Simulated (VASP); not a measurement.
# CoO (I4/mmm) in VASP: a series of runs

The runs below take CoO through single point, with PBE.

Everything below comes from runs of VASP 6.6.1. Logs are shortened: lines on timing, memory, paths and dates and some standing lists are left out, and cuts for length are marked.

### 1 The cell of the first run

The structure is tetragonal, space group I4/mmm (No. 139). The conventional cell has a = 2.984 Å, b = 2.984 Å, c = 4.263 Å, α = 90.00°, β = 90.00°, γ = 90.00°. Within 2.8 Å of Co (site symmetry 4/mmm) lie 6 O at 2.11 to 2.13 Å. O (site symmetry 4/mmm) has 6 Co at 2.11 to 2.13 Å within 2.8 Å.

### 2 Single point, PBE, collinear spin, ferromagnetic start

File INCAR:

```
SYSTEM = CoO
PREC     = Accurate       ! precision mode
ENCUT    = 520            ! plane-wave cutoff, eV
EDIFF    = 1E-6           ! SCF threshold, eV
ISMEAR   = 1              ! smearing method
SIGMA    = 0.15           ! smearing width, eV
LREAL    = .FALSE.        ! projectors in reciprocal space
LASPH    = .TRUE.         ! aspherical terms in the spheres
NELM     = 150            ! most SCF steps
ALGO     = Normal         ! electronic algorithm
ISIF     = 2              ! what is computed and relaxed
LWAVE    = .FALSE.        ! write WAVECAR
LCHARG   = .FALSE.        ! write CHGCAR
ISPIN    = 2              ! spin polarisation
MAGMOM   = 3.2 0          ! initial moments
LORBIT   = 11             ! projections on sites
LMAXMIX  = 4              ! l up to which the mixer works
GGA      = PE             ! functional
NBANDS   = 18             ! bands
```

File KPOINTS:

```
regular mesh
0
G
  14 14 14
  0 0 0
```

File POSCAR:

```
CoO
1.0
    0.0000000000      2.1101850000      2.1315000000
    2.1101850000      0.0000000000      2.1315000000
    2.1101850000      2.1101850000      0.0000000000
Co O
1 1
Direct
    0.0000000000      0.0000000000      0.0000000000
    0.5000000000      0.5000000000      0.5000000000
```

Potentials or basis: VASP PAW PBE potentials, release 64 (Co, O).

The run is started by

```
> cat potpaw_PBE.64/Co/POTCAR potpaw_PBE.64/O/POTCAR > POTCAR
> mpirun -np 1 vasp_std > vasp.out
```

OUTCAR:

```text
SYSTEM = CoO
   PREC = Accurate
   ENCUT = 520
   EDIFF = 1E-6
   ISMEAR = 1
   LREAL = .FALSE.
   LASPH = .TRUE.
   NELM = 150
   ISIF = 2
   ISPIN = 2
   LORBIT = 11
   GGA = PE

 ion  position               nearest neighbor table
   1  0.000  0.000  0.000-   2 2.11   2 2.11   2 2.11   2 2.11   2 2.13   2 2.13
   2  0.500  0.500  0.500-   1 2.11   1 2.11   1 2.11   1 2.11   1 2.13   1 2.13

  LATTYP: Found a body centered tetragonal cell.
 ALAT       =     2.9842522461
 C/A-ratio  =     1.4284985479

  Lattice vectors:

 A1 = (  -2.1101850000,   0.0000000000,   2.1315000000)
 A2 = (   2.1101850000,   0.0000000000,   2.1315000000)
 A3 = (   0.0000000000,   2.1101850000,  -2.1315000000)

Analysis of symmetry for initial positions (statically):
=====================================================================
 Subroutine PRICEL returns:
 Original cell was already a primitive cell.

 Routine SETGRP: Setting up the symmetry group for a
 body centered tetragonal supercell.

 Subroutine GETGRP returns: Found 16 space group operations
 (whereof 16 operations were pure point group operations)
 out of a pool of 16 trial point group operations.

The static configuration has the point symmetry D_4h.

Analysis of symmetry for dynamics (positions and initial velocities):
=====================================================================
 Subroutine PRICEL returns:
 Original cell was already a primitive cell.

 Routine SETGRP: Setting up the symmetry group for a
 body centered tetragonal supercell.

 Subroutine GETGRP returns: Found 16 space group operations
 (whereof 16 operations were pure point group operations)
 out of a pool of 16 trial point group operations.

The dynamic configuration has the point symmetry D_4h.

Analysis of structural, dynamic, and magnetic symmetry:
=====================================================================
 Subroutine PRICEL returns:
 Original cell was already a primitive cell.

 Routine SETGRP: Setting up the symmetry group for a
 body centered tetragonal supercell.

 Subroutine GETGRP returns: Found 16 space group operations
 (whereof 16 operations were pure point group operations)
 out of a pool of 16 trial point group operations.

The overall configuration has the point symmetry D_4h.

 Subroutine INISYM returns: Found 16 space group operations
 (whereof 16 operations are pure point group operations),
 and found     1 'primitive' translations

----------------------------------------------------------------------------------------

                                     Primitive cell

  volume of cell :      18.9826

  direct lattice vectors                    reciprocal lattice vectors
     0.000000000  2.110185000  2.131500000    -0.236946050  0.236946050  0.234576589
     2.110185000  0.000000000  2.131500000     0.236946050 -0.236946050  0.234576589
     2.110185000  2.110185000  0.000000000     0.236946050  0.236946050 -0.234576589

  length of vectors
     2.999362096  2.999362096  2.984252246     0.409039163  0.409039163  0.409039163

  position of ions in fractional coordinates (direct lattice)
     0.000000000  0.000000000  0.000000000
     0.500000000  0.500000000  0.500000000

  ion indices of the primitive-cell ions
   primitive index   ion index
                 1           1
                 2           2

----------------------------------------------------------------------------------------

 KPOINTS: regular mesh

Automatic generation of k-mesh.
 Grid dimensions read from file:
 generate k-points for:   14   14   14

 Generating k-lattice:

  Cartesian coordinates                     Fractional coordinates (reciprocal lattice)
    -0.016924718  0.016924718  0.016755471     0.071428571  0.000000000  0.000000000
     0.016924718 -0.016924718  0.016755471     0.000000000  0.071428571  0.000000000
     0.016924718  0.016924718 -0.016755471     0.000000000  0.000000000  0.071428571

  Length of vectors
     0.029217083  0.029217083  0.029217083

  Shift w.r.t. Gamma in fractional coordinates (k-lattice)
     0.000000000  0.000000000  0.000000000

 Subroutine IBZKPT returns following result:
 ===========================================

 Found    244 irreducible k-points:

 Following reciprocal coordinates:
            Coordinates               Weight
  0.000000  0.000000  0.000000      1.000000
  0.071429  0.000000  0.000000      8.000000
  0.142857 -0.000000  0.000000      8.000000
  0.214286 -0.000000  0.000000      8.000000
  0.285714 -0.000000  0.000000      8.000000
  0.357143 -0.000000  0.000000      8.000000
[... 16 lines left out ...]
  0.214286  0.142857  0.000000      8.000000
  0.285714  0.142857  0.000000      8.000000
 [... further k-points ...]
   k-points           NKPTS =    244   k-points in BZ     NKDIM =    244   number of bands    NBANDS=     18
   number of dos      NEDOS =    301   number of ions     NIONS =      2
   total plane-waves  NPLWV =  13824
[... 30 lines left out ...]
   ISMEAR =     1;   SIGMA  =   0.15  broadening in eV -4-tet -1-fermi 0-gaus
   EFERMI_NEDOS =   21; number of points for ismear=-14 and -15
   IALGO  =     38    algorithm
   IMIX   =      4    mixing-type and parameters
     AMIX     =   0.40;   BMIX     =  1.00
     AMIX_MAG =   1.60;   BMIX_MAG =  1.00
  volume/ion in A,a.u.               =       9.49        64.05
  Fermi-wavevector in a.u.,A,eV,Ry     =   1.513514  2.860127 31.167202  2.290725
  Thomas-Fermi vector in A             =   2.623295
   LORBIT       =     11    0 simple, 1 ext, 2 COOP (PROOUT), +10 PAW based schemes
   GGA     = PE    functional components
   LHFCALC =     F    Hartree Fock is set to
   AEXX    =    0.0000 exact exchange contribution
   IVDW    =     0    specifies the selected vdW correction
   LEPSILON=     F    determine dielectric tensor
   LRPA    =     F    only Hartree local field effects (RPA)
 spin polarized calculation
 Methfessel and Paxton  Order N= 1 SIGMA  =   0.15
  energy-cutoff  :      520.00
  volume of cell :       18.98
 maximum number of plane-waves:       532
 NGX is ok and might be reduce to    24
   NGX = 11   NGY = 11   NGZ = 11

 number of electron      15.0000003 magnetization       2.8754465

 Free energy of the ion-electron system (eV)
  ---------------------------------------------------
  ext. energy  EPLUGINS =         0.00000000
  ---------------------------------------------------
  free energy    TOTEN  =       -13.04501008 eV

  energy without entropy =      -13.04188837  energy(sigma->0) =      -13.04396951

 E-fermi :   8.1577     XC(G=0): -12.5111

 val. band max:        8.1576141699   @ k =   0.5000   0.2857   0.0714
 cond. band min:       8.1595322040   @ k =   0.4286  -0.0000   0.2143
 fundamental gap:      0.0019180341
 Fermi energy:         8.1576677784

 spin component 1

 k-point     1 :       0.0000    0.0000    0.0000
  band No.  band energies     occupation
      1     -12.1939      1.00000
      2       4.8892      1.00000
      3       4.8954      1.00000
      4       4.9582      1.00000
      5       4.9582      1.00000
      6       4.9893      1.00000
[... 10 lines left out ...]
     17      30.0644      0.00000
     18      33.1231      0.00000
[... 463 lines left out ...]
 k-point    24 :       0.2857    0.1429    0.0000
  band No.  band energies     occupation
      1     -11.5395      1.00000
      2       1.5938      1.00000
      3       3.0866      1.00000
      4       3.3039      1.00000
      5       5.0279      1.00000
      6       5.4603      1.00000
[... 10 lines left out ...]
     17      36.3837      0.00000
     18      37.3134      0.00000

 [... further k-points ...]

 spin component 2

 k-point     1 :       0.0000    0.0000    0.0000
  band No.  band energies     occupation
      1     -11.7029      1.00000
      2       5.5015      1.00000
      3       5.5015      1.00000
      4       5.5513      1.00000
      5       6.9975      1.00000
      6       7.0325      1.00000
[... 10 lines left out ...]
     17      31.0234      0.00000
     18      33.9509      0.00000
[... 463 lines left out ...]
 k-point    24 :       0.2857    0.1429    0.0000
  band No.  band energies     occupation
      1     -11.0266      1.00000
      2       2.3970      1.00000
      3       4.1300      1.00000
      4       4.3730      1.00000
      5       6.9515      1.00000
      6       7.8785      1.01219
[... 10 lines left out ...]
     17      36.8847      0.00000
     18      38.0728      0.00000

 [... further k-points ...]

------------------------ aborting loop because EDIFF is reached ----------------------------------------

  FORCE on cell =-STRESS in cart. coord.  units (eV):
  Direction    XX          YY          ZZ          XY          YZ          ZX
  --------------------------------------------------------------------------------------
  -------------------------------------------------------------------------------------
  Total        0.1131156      0.1131156      0.1099269      0.0000000      0.0000000     -0.0000000
  in kB        9.5472150      9.5472150      9.2780775      0.0000000      0.0000000     -0.0000000
  external PRESSURE =       9.4575025 kB  Pullay stress =       0.0000000 kB

 VOLUME and BASIS-vectors are now :
 -----------------------------------------------------------------------------
  energy-cutoff  :      520.00
  volume of cell :       18.98
      direct lattice vectors                 reciprocal lattice vectors
     0.000000000  2.110185000  2.131500000    -0.236946050  0.236946050  0.234576589
     2.110185000  0.000000000  2.131500000     0.236946050 -0.236946050  0.234576589
     2.110185000  2.110185000  0.000000000     0.236946050  0.236946050 -0.234576589

 POSITION                                       TOTAL-FORCE (eV/Angst)
 -----------------------------------------------------------------------------------
      0.00000      0.00000      0.00000        -0.000000      0.000000      0.000000
      2.11018      2.11018      2.13150         0.000000     -0.000000     -0.000000
 -----------------------------------------------------------------------------------
    total drift:                                0.000000     -0.000000     -0.000000

  FREE ENERGIE OF THE ION-ELECTRON SYSTEM (eV)
  ---------------------------------------------------
  free  energy   TOTEN  =       -13.0450100825 eV

  energy  without entropy=      -13.0418883652  energy(sigma->0) =      -13.04396951

 total charge

# of ion       s       p       d       tot
------------------------------------------
    1        0.299   0.368   7.157   7.824
    2        1.556   3.431   0.000   4.988
--------------------------------------------------
tot          1.855   3.799   7.157  12.812

 magnetization (x)

# of ion       s       p       d       tot
------------------------------------------
    1        0.021   0.018   2.496   2.535
    2        0.029   0.263   0.000   0.292
--------------------------------------------------
tot          0.050   0.281   2.496   2.827
```

It took 5.9 min on 1 thread of AMD EPYC 7R13, shared host; peak memory 0.22 GiB.

Results:

| Item | Value |
| --- | --- |
| Free energy | -13.0450 eV |
| Pressure | 0.9 GPa |
| Net moment | 2.88 μB per cell |
| Site moments | Co +2.54; O +0.29 μB |
| Valence electrons inside the program's atomic spheres | Co 7.82; O 4.99 |

Levels at points of the mesh, in eV from the Fermi level:
Spin up:
```
           k point  band 5  band 6  band 7  band 8  band 9  band 10  band 11  band 12  band 13  band 14
(0.00, 0.00, 0.00)   -3.20   -3.17   -3.15   -3.04   -3.04     1.10    16.92    18.25    18.30    18.30
(0.50, 0.00, 0.00)   -2.36   -2.32   -1.78    0.12    0.19     5.12     9.51    13.45    13.68    20.71
(0.50, 0.50, 0.00)   -4.01   -2.92   -2.37   -2.02   -2.02     6.00     9.85    11.84    16.05    16.05
(0.50, 0.00, 0.50)   -3.94   -2.90   -2.37   -2.09   -2.03     6.00     9.98    11.74    15.84    16.01
```
Spin down:
```tsv
k point	band 3	band 4	band 5	band 6	band 7	band 8	band 9	band 10
(0.00, 0.00, 0.00)	-2.66	-2.61	-1.16	-1.13	-1.13	0.02	0.05	1.63
(0.50, 0.00, 0.00)	-4.76	-4.73	-0.15	-0.12	0.18	2.72	2.76	5.39
(0.50, 0.50, 0.00)	-3.89	-3.89	-2.29	0.12	0.12	0.48	1.03	6.84
(0.50, 0.00, 0.50)	-3.96	-3.88	-2.29	0.11	0.14	0.54	1.00	6.84
```

Caveat: a cell with one magnetic atom can't hold antiferromagnetic order, which such compounds often take; semilocal functionals often make such compounds metallic where correlation or magnetic order opens a gap, which also shifts bond lengths. With open d or f shells a metallic result of PBE can be an artefact of self-interaction; +U or a hybrid may open a gap.

### 3 Single point, PBE, collinear spin, ferromagnetic start

This run uses another cell than the first one, of 9.88 Å³/atom.

File INCAR:

```
SYSTEM = CoO
PREC = Accurate
ENCUT = 520
EDIFF = 1E-7
ISMEAR = 1
SIGMA = 0.15
LREAL = .FALSE.
LASPH = .TRUE.
NELM = 150
ALGO = Normal
ISIF = 2
LWAVE = .FALSE.
LCHARG = .FALSE.
ISPIN = 2
MAGMOM = 3.2 0
LORBIT = 11
LMAXMIX = 4
GGA = PE
NBANDS = 18
```

File KPOINTS:

```
Automatic mesh
0
G
  14 14 14
  0 0 0
```

File POSCAR:

```
CoO
1.0
    0.0000000000      2.1528150000      2.1315000000
    2.1528150000      0.0000000000      2.1315000000
    2.1528150000      2.1528150000      0.0000000000
Co O
1 1
Direct
    0.0000000000      0.0000000000      0.0000000000
    0.5000000000      0.5000000000      0.5000000000
```

Potentials or basis: VASP PAW PBE potentials, release 64 (Co, O).

The run is started by

```
> cat potpaw_PBE.64/Co/POTCAR potpaw_PBE.64/O/POTCAR > POTCAR
> mpirun -np 1 vasp_std > vasp.out
```

It took 5.1 min on 1 thread of AMD EPYC 7R13, shared host; peak memory 0.22 GiB.

The run converged. Its results:

| Quantity | Value |
| --- | --- |
| Free energy | -13.0351 eV |
| Pressure | -5.4 GPa |
| Band gap on the k mesh | zero (filled and empty bands overlap) |
| Net moment | 2.97 μB per cell |
| Site moments | Co +2.60; O +0.32 μB |
| Valence electrons inside the program's atomic spheres | Co 7.75; O 4.97 |

Stress tensor (GPa, compression positive):
```
-5.32  0.00  0.00
 0.00 -5.32  0.00
 0.00  0.00 -5.53
```

Levels at points of the mesh, in eV from the Fermi level:
Spin up:
```csv
k point,band 7,band 8,band 9,band 10,band 11,band 12
"(0.00, 0.00, 0.00)",-3.00,-3.00,-2.98,0.90,16.80,17.95
"(0.50, 0.00, 0.00)",-1.84,0.02,0.07,5.04,9.14,13.19
"(0.50, 0.50, 0.00)",-2.49,-2.15,-2.15,5.73,9.78,11.52
"(0.50, 0.00, 0.50)",-2.48,-2.14,-2.06,5.72,9.66,11.62
```
Spin down:
| k point | band 4 | band 5 | band 6 | band 7 | band 8 | band 9 |
| --- | --- | --- | --- | --- | --- | --- |
| (0.00, 0.00, 0.00) | -2.40 | -1.06 | -1.06 | -1.03 | 0.07 | 0.12 |
| (0.50, 0.00, 0.00) | -4.42 | -0.14 | -0.10 | 0.18 | 2.65 | 2.67 |
| (0.50, 0.50, 0.00) | -3.66 | -2.13 | 0.13 | 0.13 | 0.59 | 0.94 |
| (0.50, 0.00, 0.50) | -3.59 | -2.11 | 0.10 | 0.14 | 0.53 | 0.98 |

Caveat: the cell stands under tension; a cell with one magnetic atom can't hold antiferromagnetic order, which such compounds often take; semilocal functionals often make such compounds metallic where correlation or magnetic order opens a gap, which also shifts bond lengths. With open d or f shells a metallic result of PBE can be an artefact of self-interaction; +U or a hybrid may open a gap.

### 4 Single point, PBE, collinear spin, ferromagnetic start

This run uses another cell than the first one, of 10.08 Å³/atom.

File INCAR:

```
PREC     = Accurate       # precision mode
ENCUT    = 520            # plane-wave cutoff, eV
EDIFF    = 1E-6           # SCF threshold, eV
ISMEAR   = 1              # smearing method
SIGMA    = 0.15           # smearing width, eV
LREAL    = F              # projectors in reciprocal space
LASPH    = T              # aspherical terms in the spheres
NELM     = 150            # most SCF steps
ALGO     = Normal         # electronic algorithm
ISIF     = 2              # what is computed and relaxed
LWAVE    = F              # write WAVECAR
LCHARG   = F              # write CHGCAR
ISPIN    = 2              # spin polarisation
MAGMOM   = 3.2 0          # initial moments
LORBIT   = 11             # projections on sites
LMAXMIX  = 4              # l up to which the mixer works
GGA      = PE             # functional
NBANDS   = 18             # bands
```

File KPOINTS:

```
regular mesh
0
Gamma
  14 14 14
```

File POSCAR:

```
CoO
1.0
    0.0000000000      2.1741300000      2.1315000000
    2.1741300000      0.0000000000      2.1315000000
    2.1741300000      2.1741300000      0.0000000000
Co O
1 1
Direct
    0.0000000000      0.0000000000      0.0000000000
    0.5000000000      0.5000000000      0.5000000000
```

The run is started by

```
> cat potpaw_PBE.64/Co/POTCAR potpaw_PBE.64/O/POTCAR > POTCAR
> mpirun -np 1 vasp_std > vasp.out
```

Wall time 4.7 min (1 thread of AMD EPYC 7R13, shared host); peak memory 0.23 GiB.

Results (log left out):

| Property | Result |
| --- | --- |
| Free energy | -13.0191 eV |
| Pressure | -8.2 GPa |
| Band gap on the k mesh | zero (filled and empty bands overlap) |
| Net moment | 2.99 μB per cell |
| Site moments | Co +2.61; O +0.32 μB |
| Valence electrons inside the program's atomic spheres | Co 7.72; O 4.96 |

Stress tensor (GPa, compression positive):
```
-7.96  0.00  0.00
 0.00 -7.96  0.00
 0.00  0.00 -8.66
```

Levels at points of the mesh, in eV from the Fermi level:
Spin up:
```
           k point  band 5  band 6  band 7  band 8  band 9  band 10  band 11  band 12  band 13  band 14
(0.00, 0.00, 0.00)   -3.13   -2.98   -2.91   -2.91   -2.86     0.81    16.75    17.79    17.79    17.90
(0.50, 0.00, 0.00)   -2.45   -2.34   -1.84   -0.05    0.05     5.00     8.97    12.96    13.40    19.93
(0.50, 0.50, 0.00)   -3.68   -2.90   -2.54   -2.20   -2.20     5.62     9.74    11.39    15.13    15.13
(0.50, 0.00, 0.50)   -3.87   -2.97   -2.51   -2.19   -2.00     5.60     9.50    11.56    15.23    15.52
```
Spin down:
```csv
k point,band 3,band 4,band 5,band 6,band 7,band 8,band 9,band 10
"(0.00, 0.00, 0.00)",-2.31,-2.31,-1.02,-1.02,-0.99,0.05,0.17,1.37
"(0.50, 0.00, 0.00)",-4.35,-4.27,-0.15,-0.07,0.18,2.59,2.63,5.28
"(0.50, 0.50, 0.00)",-3.58,-3.58,-2.06,0.13,0.13,0.65,0.88,6.47
"(0.50, 0.00, 0.50)",-3.61,-3.44,-2.03,0.07,0.15,0.51,0.97,6.46
```

Caveat: the cell stands under tension; a cell with one magnetic atom can't hold antiferromagnetic order, which such compounds often take; semilocal functionals often make such compounds metallic where correlation or magnetic order opens a gap, which also shifts bond lengths.

### 5 Summary

```csv
cell,gap on the mesh (eV),pressure (GPa),moment (μB)
"a = 2.999, b = 2.999, c = 2.984 Å, angles 60.2, 60.2, 59.7°, 2 atoms",none,0.9,2.88
"a = 3.030, b = 3.030, c = 3.045 Å, angles 59.8, 59.8, 60.3°, 2 atoms",none,-5.4,2.97
"a = 3.045, b = 3.045, c = 3.075 Å, angles 59.7, 59.7, 60.7°, 2 atoms",none,-8.2,2.99
```

Alike in all rows: task single point; level PBE; potentials or basis VASP PAW PBE potentials, release 64 (Co, O); spin collinear, ferromagnetic start; k mesh 14 × 14 × 14; cutoff (eV) 520; smearing methfessel-paxton 0.15 eV.

Caveats: a cell with one magnetic atom can't hold antiferromagnetic order, which such compounds often take; semilocal functionals often make such compounds metallic where correlation or magnetic order opens a gap, which also shifts bond lengths; the cell stands under tension (at least some runs).

Total energies depend on the potentials used, so only differences within one code and one set of settings carry meaning.
